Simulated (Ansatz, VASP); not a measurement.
## CuI in VASP and in Ansatz

The input INCAR:

```
SYSTEM = CuI
PREC = Accurate ; ENCUT = 520
EDIFF = 1E-6 ; ISMEAR = -1
SIGMA = 0.05 ; LREAL = .False.
LASPH = .True. ; NELM = 150
ALGO = Normal ; ISIF = 2
LWAVE = .False. ; LCHARG = .True.
MAGMOM = 0 0 0 0 0 0 ; LORBIT = 11
LSORBIT = .True. ; GGA_COMPAT = .False.
LORBMOM = .True. ; LMAXMIX = 4
GGA = PE ; LVHAR = .True.
NBANDS = 30
```

File KPOINTS:

```
Automatic mesh
0
Gamma
  12 12 12
  0 0 0
```

POSCAR

```
CuI
1.0
    0.0000000000      3.0389565618      3.0389565618
    3.0389565618      0.0000000000      3.0389565618
    3.0389565618      3.0389565618      0.0000000000
Cu I
1 1
Direct
    0.2500000000      0.2500000000      0.2500000000
    0.0000000000      0.0000000000      0.0000000000
```

Input for Ansatz:

```yaml
crystal:
  lattice:
    - [0.0, 3.0389565618, 3.0389565618]
    - [3.0389565618, 0.0, 3.0389565618]
    - [3.0389565618, 3.0389565618, 0.0]
  atoms:
    - { symbol: Cu, position: [0.25, 0.25, 0.25] }
    - { symbol: I, position: [0.0, 0.0, 0.0] }
kpoints:
  mp_grid: { grid: [12, 12, 12] }
  band_path:
    path:
      - [0.0, 0.0, 0.0]
      - [-0.5, -0.5, 0.0]
      - [-0.375, -0.375, 0.25]
      - [-0.375, 0.0, 0.375]
      - [0.0, 0.0, 0.0]
      - [0.0, 0.0, 0.5]
      - [-0.5, -0.25, 0.25]
      - [-0.5, -0.5, 0.0]
    npoints: 8
scf:
  occupations: { method: fermi_dirac, width: 0.05 }
hamiltonian:
  xc: pbe
  pseudopotentials: { kind: all_electron, lapw: { basis_error: 0.0005 } }
output:
  forces: true
  stress: true
  eigenvalues: true
magnetization:
  noncollinear: true
  spin_orbit: true
```

Alike in both runs: task single point; functional PBE; k mesh 12 × 12 × 12; occupations fermi-dirac, width 0.05 eV; non-collinear spin, spin-orbit coupling.

|  | VASP | Ansatz |
| --- | --- | --- |
| version | VASP 6.6.1 | Ansatz 0.2.0 |
| potentials or method | VASP PAW PBE potentials, release 64 (Cu, I), cutoff 520 eV | all-electron LAPW |

|  | VASP | Ansatz | Ansatz less VASP |
| --- | --- | --- | --- |
| pressure (GPa) | 0.4 | 0.1 | -0.32 |

Ansatz ran all-electron here, and VASP with PAW potentials.
